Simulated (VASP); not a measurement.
# MgO (d3) (Fm-3m) in VASP: notebook

The runs below take MgO (d3) through single point, relaxation of cell and atoms, with PBE+D3(BJ).

All numbers are computed with VASP 6.6.1; they aren't measurements. Logs are shortened: lines on timing, memory, paths and dates and some standing lists are left out, and cuts for length are marked.

### Step 1. The cell of the first run

Symmetry: Fm-3m, No. 225, cubic system. The conventional cell has a = 4.053 Å, b = 4.053 Å, c = 4.053 Å, α = 90.00°, β = 90.00°, γ = 90.00°. Within 2.7 Å of Mg (site symmetry m-3m) lie 6 O at 2.03 Å. O (site symmetry m-3m) has 6 Mg at 2.03 Å within 2.7 Å.

### Step 2. Single point, PBE+D3(BJ)

Contents of INCAR:

```
PREC = Accurate
ENCUT = 600
EDIFF = 1E-6
ISMEAR = 0
SIGMA = 0.02
LREAL = F
LASPH = T
NELM = 120
ALGO = Normal
ISIF = 2
LWAVE = F
LCHARG = F
GGA = PE
IVDW = 12
NBANDS = 11
GGA_COMPAT = F
```

Contents of KPOINTS:

```
regular mesh
0
Gamma
  10 10 10
```

Contents of POSCAR:

```
MgO
1.0
    0.0000000000      2.0263645925      2.0263645925
    2.0263645925      0.0000000000      2.0263645925
    2.0263645925      2.0263645925      0.0000000000
Mg O
1 1
Direct
    0.0000000000      0.0000000000      0.0000000000
    0.5000000000      0.5000000000      0.5000000000
```

Potentials or basis: VASP PAW PBE potentials, release 64 (Mg, O).

The run is started by

```console
> cat potpaw_PBE.64/Mg/POTCAR potpaw_PBE.64/O/POTCAR > POTCAR
> mpirun -np 1 vasp_std > vasp.out
```

OUTCAR:

```text
PREC = Accurate
   ENCUT = 600
   EDIFF = 1E-6
   ISMEAR = 0
   LREAL = F
   LASPH = T
   NELM = 120
   ISIF = 2
   GGA = PE
   IVDW = 12
 IVDW          = 12

 ion  position               nearest neighbor table
   1  0.000  0.000  0.000-   2 2.03   2 2.03   2 2.03   2 2.03   2 2.03   2 2.03
   2  0.500  0.500  0.500-   1 2.03   1 2.03   1 2.03   1 2.03   1 2.03   1 2.03

  LATTYP: Found a face centered cubic cell.
 ALAT       =     4.0527291850

  Lattice vectors:

 A1 = (   0.0000000000,   2.0263645925,   2.0263645925)
 A2 = (   2.0263645925,   0.0000000000,   2.0263645925)
 A3 = (   2.0263645925,   2.0263645925,   0.0000000000)

Analysis of symmetry for initial positions (statically):
=====================================================================
 Subroutine PRICEL returns:
 Original cell was already a primitive cell.

 Routine SETGRP: Setting up the symmetry group for a
 face centered cubic supercell.

 Subroutine GETGRP returns: Found 48 space group operations
 (whereof 48 operations were pure point group operations)
 out of a pool of 48 trial point group operations.

The static configuration has the point symmetry O_h .

Analysis of symmetry for dynamics (positions and initial velocities):
=====================================================================
 Subroutine PRICEL returns:
 Original cell was already a primitive cell.

 Routine SETGRP: Setting up the symmetry group for a
 face centered cubic supercell.

 Subroutine GETGRP returns: Found 48 space group operations
 (whereof 48 operations were pure point group operations)
 out of a pool of 48 trial point group operations.

The dynamic configuration has the point symmetry O_h .

 Subroutine INISYM returns: Found 48 space group operations
 (whereof 48 operations are pure point group operations),
 and found     1 'primitive' translations

----------------------------------------------------------------------------------------

                                     Primitive cell

  volume of cell :      16.6411

  direct lattice vectors                    reciprocal lattice vectors
     0.000000000  2.026364592  2.026364592    -0.246747304  0.246747304  0.246747304
     2.026364592  0.000000000  2.026364592     0.246747304 -0.246747304  0.246747304
     2.026364592  2.026364592  0.000000000     0.246747304  0.246747304 -0.246747304

  length of vectors
     2.865712289  2.865712289  2.865712289     0.427378867  0.427378867  0.427378867

  position of ions in fractional coordinates (direct lattice)
[... 8 lines left out ...]
----------------------------------------------------------------------------------------

 KPOINTS: regular mesh

Automatic generation of k-mesh.
 Grid dimensions read from file:
 generate k-points for:   10   10   10

 Generating k-lattice:

  Cartesian coordinates                     Fractional coordinates (reciprocal lattice)
    -0.024674730  0.024674730  0.024674730     0.100000000  0.000000000  0.000000000
     0.024674730 -0.024674730  0.024674730     0.000000000  0.100000000  0.000000000
     0.024674730  0.024674730 -0.024674730     0.000000000  0.000000000  0.100000000

  Length of vectors
     0.042737887  0.042737887  0.042737887

  Shift w.r.t. Gamma in fractional coordinates (k-lattice)
     0.000000000  0.000000000  0.000000000

 Subroutine IBZKPT returns following result:
 ===========================================

 Found     47 irreducible k-points:

 Following reciprocal coordinates:
            Coordinates               Weight
  0.000000  0.000000  0.000000      1.000000
  0.100000  0.000000  0.000000      8.000000
  0.200000  0.000000  0.000000      8.000000
  0.300000  0.000000  0.000000      8.000000
  0.400000  0.000000  0.000000      8.000000
  0.500000  0.000000  0.000000      4.000000
[... 16 lines left out ...]
  0.300000  0.300000  0.000000      6.000000
  0.400000  0.300000  0.000000     24.000000
 [... further k-points ...]
   k-points           NKPTS =     47   k-points in BZ     NKDIM =     47   number of bands    NBANDS=     11
   number of dos      NEDOS =    301   number of ions     NIONS =      2
   total plane-waves  NPLWV =  13824
   dimension x,y,z NGX =    24 NGY =   24 NGZ =   24
   dimension x,y,z NGXF=    48 NGYF=   48 NGZF=   48
   ions per type =               1   1
   NGX,Y,Z   is equivalent  to a cutoff of  13.92, 13.92, 13.92 a.u.
   NGXF,Y,Z  is equivalent  to a cutoff of  27.85, 27.85, 27.85 a.u.
 SYSTEM =  unknown system
   PREC   = accura    normal or accurate (medium, high low for compatibility)
   ISTART =      0    job   : 0-new  1-cont  2-samecut
   ICHARG =      2    charge: 1-file 2-atom 10-const
   ISPIN  =      1    spin polarized calculation?
   LNONCOLLINEAR =      F non collinear calculations
   LSORBIT =      F    spin-orbit coupling
   LASPH  =      T    aspherical Exc in radial PAW
   ENCUT  =  600.0 eV  44.10 Ry    6.64 a.u.   5.72  5.72  5.72*2*pi/ulx,y,z
[... 54 lines left out ...]
      3       4.1109      2.00000
      4       4.1109      2.00000
      5      10.0495      0.00000
      6      20.5625      0.00000
      7      20.5625      0.00000
      8      20.5625      0.00000
      9      24.7957      0.00000
     10      26.7116      0.00000
     11      26.7116      0.00000

 k-point     2 :       0.1000    0.0000    0.0000
  band No.  band energies     occupation
      1     -13.6603      2.00000
      2       3.4341      2.00000
      3       4.0281      2.00000
      4       4.0281      2.00000
      5      10.6641      0.00000
      6      19.2783      0.00000
      7      20.8474      0.00000
      8      20.8474      0.00000
      9      26.1395      0.00000
     10      26.1395      0.00000
     11      26.6643      0.00000

 k-point     3 :       0.2000    0.0000    0.0000
  band No.  band energies     occupation
      1     -13.3052      2.00000
      2       1.9941      2.00000
      3       3.8187      2.00000
      4       3.8187      2.00000
      5      11.8343      0.00000
      6      17.8064      0.00000
      7      21.4803      0.00000
      8      21.4803      0.00000
      9      25.5098      0.00000
     10      25.5098      0.00000
     11      28.2808      0.00000

 k-point     4 :       0.3000    0.0000    0.0000
  band No.  band energies     occupation
      1     -12.8187      2.00000
      2       0.4995      2.00000
      3       3.5736      2.00000
      4       3.5736      2.00000
      5      12.6250      0.00000
      6      17.3693      0.00000
      7      21.8206      0.00000
      8      21.8206      0.00000
      9      25.9406      0.00000
     10      25.9406      0.00000
     11      27.7364      0.00000

 k-point     5 :       0.4000    0.0000    0.0000
  band No.  band energies     occupation
      1     -12.3739      2.00000
      2      -0.6200      2.00000
      3       3.3853      2.00000
      4       3.3853      2.00000
      5      12.7881      0.00000
      6      17.7768      0.00000
      7      21.7310      0.00000
      8      21.7310      0.00000
      9      27.0884      0.00000
     10      27.2909      0.00000
     11      27.2909      0.00000
[... 211 lines left out ...]
 k-point    21 :      -0.3000    0.2000    0.0000
  band No.  band energies     occupation
      1     -12.2827      2.00000
      2       0.0420      2.00000
      3       2.0505      2.00000
      4       3.3207      2.00000
      5      14.4055      0.00000
      6      16.9072      0.00000
      7      19.7036      0.00000
      8      22.8658      0.00000
      9      25.4731      0.00000
     10      26.7072      0.00000
     11      31.2859      0.00000

 k-point    22 :      -0.2000    0.2000    0.0000
  band No.  band energies     occupation
      1     -12.6763      2.00000
      2       0.7228      2.00000
      3       2.5799      2.00000
      4       3.5601      2.00000
      5      13.7432      0.00000
      6      16.6526      0.00000
      7      20.5755      0.00000
      8      23.3611      0.00000
      9      23.4590      0.00000
     10      26.8796      0.00000
     11      31.0798      0.00000

 k-point    23 :       0.3000    0.3000    0.0000
  band No.  band energies     occupation
      1     -12.5775      2.00000
      2       0.6392      2.00000
      3       3.0491      2.00000
      4       3.0491      2.00000
      5      14.2572      0.00000
      6      14.7633      0.00000
      7      19.8728      0.00000
      8      23.4933      0.00000
      9      23.4933      0.00000
     10      29.5832      0.00000
     11      33.9722      0.00000

 k-point    24 :       0.4000    0.3000    0.0000
  band No.  band energies     occupation
      1     -12.2692      2.00000
      2       0.1412      2.00000
      3       2.6318      2.00000
      4       2.8814      2.00000
      5      14.3816      0.00000
      6      15.1571      0.00000
      7      19.0009      0.00000
      8      23.8626      0.00000
      9      24.0940      0.00000
     10      30.4562      0.00000
     11      33.5156      0.00000

 [... further k-points ...]

------------------------ aborting loop because EDIFF is reached ----------------------------------------

 Edisp (eV)   -0.66066

 E8    (eV) :    -0.2591

  FORCE on cell =-STRESS in cart. coord.  units (eV):
  Direction    XX          YY          ZZ          XY          YZ          ZX
  --------------------------------------------------------------------------------------
  -------------------------------------------------------------------------------------
  Total       2.24854     2.24854     2.24854     0.00000     0.00000     0.00000
  in kB     216.48544   216.48544   216.48544     0.00000     0.00000     0.00000
  external pressure =      216.49 kB  Pullay stress =        0.00 kB

 VOLUME and BASIS-vectors are now :
 -----------------------------------------------------------------------------
  energy-cutoff  :      600.00
  volume of cell :       16.64
      direct lattice vectors                 reciprocal lattice vectors
     0.000000000  2.026364592  2.026364592    -0.246747304  0.246747304  0.246747304
     2.026364592  0.000000000  2.026364592     0.246747304 -0.246747304  0.246747304
     2.026364592  2.026364592  0.000000000     0.246747304  0.246747304 -0.246747304

 POSITION                                       TOTAL-FORCE (eV/Angst)
 -----------------------------------------------------------------------------------
      0.00000      0.00000      0.00000        -0.000000     -0.000000      0.000000
      2.02636      2.02636      2.02636         0.000000      0.000000     -0.000000
 -----------------------------------------------------------------------------------
    total drift:                               -0.000000     -0.000000      0.000000

  FREE ENERGIE OF THE ION-ELECTRON SYSTEM (eV)
  ---------------------------------------------------
  free  energy   TOTEN  =       -12.3747454120 eV

  energy  without entropy=      -12.3747454120  energy(sigma->0) =      -12.37474541
```

Wall time 16 s (1 thread of AMD EPYC 7R43 (Zen 3), shared host); peak memory 0.13 GiB.

Results:

- Free energy: -12.3747 eV
- Pressure: 21.6 GPa
- Band gap on the k mesh: 5.94 eV, direct
- Dispersion energy per atom: -0.330 eV

Levels at points of the mesh, in eV from the valence-band top:
| k point | band 1 | band 2 | band 3 | band 4 | band 5 | band 6 | band 7 | band 8 |
| --- | --- | --- | --- | --- | --- | --- | --- | --- |
| (0.00, 0.00, 0.00) | -17.90 | 0.00 | 0.00 | 0.00 | 5.94 | 16.45 | 16.45 | 16.45 |
| (0.50, 0.00, 0.00) | -16.30 | -5.15 | -0.80 | -0.80 | 8.66 | 13.96 | 17.54 | 17.54 |
| (0.50, 0.50, 0.00) | -16.00 | -4.58 | -1.52 | -1.52 | 9.23 | 11.30 | 14.38 | 20.82 |

Expect the measured gap to be larger: semilocal functionals such as PBE lack the derivative discontinuity.

### Step 3. Single point, PBE+D3(BJ)

Contents of INCAR:

```
SYSTEM = MgO
ALGO = Normal ; EDIFF = 1E-6
ENCUT = 600 ; GGA = PE
GGA_COMPAT = .FALSE. ; ISIF = 2
ISMEAR = 0 ; IVDW = 12
LASPH = .TRUE. ; LCHARG = .TRUE.
LELF = .TRUE. ; LREAL = .FALSE.
LVHAR = .TRUE. ; LWAVE = .FALSE.
NBANDS = 11 ; NELM = 120
PREC = Accurate ; SIGMA = 0.02
```

Contents of KPOINTS:

```
k-points
0
G
  10 10 10
  0 0 0
```

POSCAR is that of step 2.

Potentials or basis: VASP PAW PBE potentials, release 64 (Mg, O).

The run is started by

```console
> cat potpaw_PBE.64/Mg/POTCAR potpaw_PBE.64/O/POTCAR > POTCAR
> mpirun -np 1 vasp_std > vasp.out
```

It took 23 s on 1 thread of AMD EPYC 7R43 (Zen 3), shared host; peak memory 0.12 GiB.

Results (log left out):

```
Free energy                : -12.3747 eV
Pressure                   : 21.6 GPa
Band gap on the k mesh     : 5.94 eV, direct
Dispersion energy per atom : -0.330 eV
```

Levels at points of the mesh, in eV from the valence-band top:
| k point | band 1 | band 2 | band 3 | band 4 | band 5 | band 6 | band 7 | band 8 |
| --- | --- | --- | --- | --- | --- | --- | --- | --- |
| (0.00, 0.00, 0.00) | -17.90 | 0.00 | 0.00 | 0.00 | 5.94 | 16.45 | 16.45 | 16.45 |
| (0.50, 0.00, 0.00) | -16.30 | -5.15 | -0.80 | -0.80 | 8.66 | 13.96 | 17.54 | 17.54 |
| (0.50, 0.50, 0.00) | -16.00 | -4.58 | -1.52 | -1.52 | 9.23 | 11.30 | 14.38 | 20.82 |

A hybrid or GW would open this gap; PBE tends to underestimate it.

### Step 4. Relaxation of cell and atoms, PBE+D3(BJ), target pressure 22.6 GPa, at which the enthalpy is minimised

Contents of INCAR:

```
SYSTEM = MgO
PREC = Accurate
ENCUT = 600
EDIFF = 1E-7
ISMEAR = 0
SIGMA = 0.02
LREAL = .FALSE.
LASPH = .TRUE.
NELM = 120
ALGO = Normal
ISIF = 3
LWAVE = .FALSE.
LCHARG = .FALSE.
GGA = PE
IVDW = 12
IBRION = 2
NSW = 100
EDIFFG = -0.002
PSTRESS = 226.0
GGA_COMPAT = .FALSE.
NELMIN = 4
```

Contents of KPOINTS:

```
regular mesh
0
G
  10 10 10
  0 0 0
```

POSCAR is that of step 3.

The run is started by

```console
> cat potpaw_PBE.64/Mg/POTCAR potpaw_PBE.64/O/POTCAR > POTCAR
> mpirun -np 1 vasp_std > vasp.out
```

Run time: 24 s. Hardware: 1 thread of AMD EPYC 7R43 (Zen 3), shared host; peak memory 0.12 GiB.

It converged, with:

```
Free energy                                            : -12.3664 eV
Relaxed volume                                         : 8.29 Å³/atom
Relaxed cell                                           : a = 2.862 Å, b = 2.862 Å, c = 2.862 Å, α = 60.00°, β = 60.00°, γ = 60.00°
Space group after relaxing (to 0.05 Å)                 : Fm-3m (No. 225)
Energy change on relaxing (the enthalpy is what falls) : +4.2 meV/atom
Ionic steps                                            : 3
Pressure after relaxing                                : 22.6 GPa
Band gap on the k mesh                                 : 5.98 eV, direct
Dispersion energy per atom                             : -0.332 eV
```

The path:
| step | energy change (eV) | largest force (eV/Å) | pressure (GPa) | volume (Å³) |
| --- | --- | --- | --- | --- |
| 1 | 0.0000 | 0.0000 | 21.69 | 16.64 |
| 2 | 0.0159 | 0.0000 | 23.41 | 16.53 |
| 3 | 0.0084 | 0.0000 | 22.61 | 16.58 |

Final structure:
```yaml
crystal:
  lattice:
    - [0.00000, 2.02390, 2.02390]
    - [2.02390, 0.00000, 2.02390]
    - [2.02390, 2.02390, 0.00000]
  atoms:
    - { symbol: Mg, position: [0.00000, 0.00000, 0.00000] }
    - { symbol: O, position: [0.50000, 0.50000, 0.50000] }
```

Levels at points of the mesh, in eV from the valence-band top:
```csv
k point,band 1,band 2,band 3,band 4,band 5,band 6,band 7,band 8
"(0.00, 0.00, 0.00)",-17.92,0.00,0.00,0.00,5.98,16.47,16.47,16.47
"(0.50, 0.00, 0.00)",-16.31,-5.17,-0.80,-0.80,8.68,14.00,17.58,17.58
"(0.50, 0.50, 0.00)",-16.01,-4.59,-1.52,-1.52,9.24,11.34,14.43,20.88
```

Caveat: the cell is relaxed towards a set pressure, so the enthalpy falls and the energy may rise.

### Step 5. Relaxation of cell and atoms, PBE+D3(BJ), target pressure 22.6 GPa, at which the enthalpy is minimised

This run uses another cell than the first one, of 9.37 Å³/atom, 1.127 times its volume.

Contents of INCAR:

```
SYSTEM = MgO
PREC = Accurate
ENCUT = 600
EDIFF = 1E-7
ISMEAR = 0
SIGMA = 0.02
LREAL = .False.
LASPH = .True.
NELM = 120
ALGO = Normal
ISIF = 3
LWAVE = .False.
LCHARG = .False.
GGA = PE
IVDW = 12
IBRION = 2
NSW = 100
EDIFFG = -0.002
PSTRESS = 226.0
GGA_COMPAT = .False.
NELMIN = 4
```

Contents of KPOINTS:

```
Automatic mesh
0
Gamma
  10 10 10
  0 0 0
```

Contents of POSCAR:

```
MgO
1.0
    0.0000000000      2.1085000000      2.1085000000
    2.1085000000      0.0000000000      2.1085000000
    2.1085000000      2.1085000000      0.0000000000
Mg O
1 1
Direct
    0.0000000000      0.0000000000      0.0000000000
    0.5000000000      0.5000000000      0.5000000000
```

The run is started by

```console
> cat potpaw_PBE.64/Mg/POTCAR potpaw_PBE.64/O/POTCAR > POTCAR
> mpirun -np 1 vasp_std > vasp.out
```

Run time: 54 s. Hardware: 1 thread of AMD EPYC 7R43 (Zen 3), shared host; peak memory 0.12 GiB.

The run converged. Its results:

| Property | Result |
| --- | --- |
| Free energy | -12.3723 eV |
| Relaxed volume | 8.29 Å³/atom |
| Relaxed cell | a = 2.862 Å, b = 2.862 Å, c = 2.862 Å, α = 60.00°, β = 60.00°, γ = 60.00° |
| Space group after relaxing (to 0.05 Å) | Fm-3m (No. 225) |
| Energy change on relaxing (the enthalpy is what falls) | +61.2 meV/atom |
| Ionic steps | 6 |
| Pressure after relaxing | 22.6 GPa |
| Band gap on the k mesh | 5.98 eV, direct |
| Dispersion energy per atom | -0.332 eV |

Step by step:
```
step  energy change (eV)  largest force (eV/Å)  pressure (GPa)  volume (Å³)
   1              0.0000                0.0000           -2.02        18.75
   2              0.4493                0.0000           50.70        15.10
   3              0.1191                0.0000           22.26        16.60
   4              0.1249                0.0000           22.89        16.56
   5              0.1204                0.0000           22.39        16.59
   6              0.1224                0.0000           22.60        16.58
```

Final structure:
```yaml
crystal:
  lattice:
    - [0.00000, 2.02368, 2.02368]
    - [2.02368, 0.00000, 2.02368]
    - [2.02368, 2.02368, 0.00000]
  atoms:
    - { symbol: Mg, position: [0.00000, 0.00000, 0.00000] }
    - { symbol: O, position: [0.50000, 0.50000, 0.50000] }
```

Levels at points of the mesh, in eV from the valence-band top:
```csv
k point,band 1,band 2,band 3,band 4,band 5,band 6,band 7,band 8
"(0.00, 0.00, 0.00)",-17.92,0.00,0.00,0.00,5.98,16.48,16.48,16.48
"(0.50, 0.00, 0.00)",-16.31,-5.17,-0.80,-0.80,8.69,14.01,17.58,17.58
"(0.50, 0.50, 0.00)",-16.01,-4.60,-1.52,-1.52,9.24,11.35,14.43,20.88
```

Caveat: the cell is relaxed towards a set pressure, so the enthalpy falls and the energy may rise.

### Step 6. Summary

| task | cell | gap on the mesh (eV) | pressure (GPa) |
| --- | --- | --- | --- |
| single point | a = 2.866 Å, angles 60.0°, 2 atoms | 5.94 | 21.6 |
| relaxation of cell and atoms | relaxed to 22.6 GPa from a = 2.866 Å, angles 60.0°, 2 atoms | 5.98 | 22.6 |
| relaxation of cell and atoms | relaxed to 22.6 GPa from a = 2.982 Å, angles 60.0°, 2 atoms | 5.98 | 22.6 |

Alike in all rows: level PBE+D3(BJ); potentials or basis VASP PAW PBE potentials, release 64 (Mg, O); no spin polarisation; k mesh 10 × 10 × 10; cutoff (eV) 600; smearing gaussian 0.02 eV.

Caveats: the cell is relaxed towards a set pressure, so the enthalpy falls and the energy may rise (some runs).

Absolute energies hang on the potentials; compare differences alone.
